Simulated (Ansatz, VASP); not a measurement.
**One calculation of KTaO3, two programs**

```
K Ta O
1.0
     4.08895    0.00000    0.00000
     0.00000    4.08895    0.00000
     0.00000    0.00000    4.08895
K Ta O
1 1 3
Cartesian
  2.0445 2.0445 2.0445
  0.0000 0.0000 0.0000
  2.0445 0.0000 0.0000
  0.0000 2.0445 0.0000
  0.0000 0.0000 2.0445
```

Alike in both runs: task single point; functional PBEsol; k mesh 8 × 8 × 8; occupations gaussian, width 0.05 eV; no spin polarisation.

|  | VASP | Ansatz |
| --- | --- | --- |
| version | VASP 6.6.1 | Ansatz 0.2.0 |
| potentials or method | VASP PAW PBE potentials, release 64 (K_sv, Ta_pv, O), cutoff 520 eV | scalar-relativistic, plane waves, PAW |
| valence electrons in the cell | 38 | 40 |

Ansatz gave:

| Property | Result |
| --- | --- |
| gap on the k mesh at the Fermi level (eV) | 1.97 |
| least direct gap on the mesh (eV) | 2.60 |
| pressure (GPa) | -13.1 |

Question: Which values does VASP return?

Answer: gap on the k mesh at the Fermi level (eV): 1.93; least direct gap on the mesh (eV): 2.57; pressure (GPa): -12.7.

VASP's potentials were made for PBE, not for PBEsol. VASP's potentials hold 38 valence electrons a cell and Ansatz's 40, so a difference there can come from the potentials and not from the codes.

Spin-orbit coupling is off throughout.
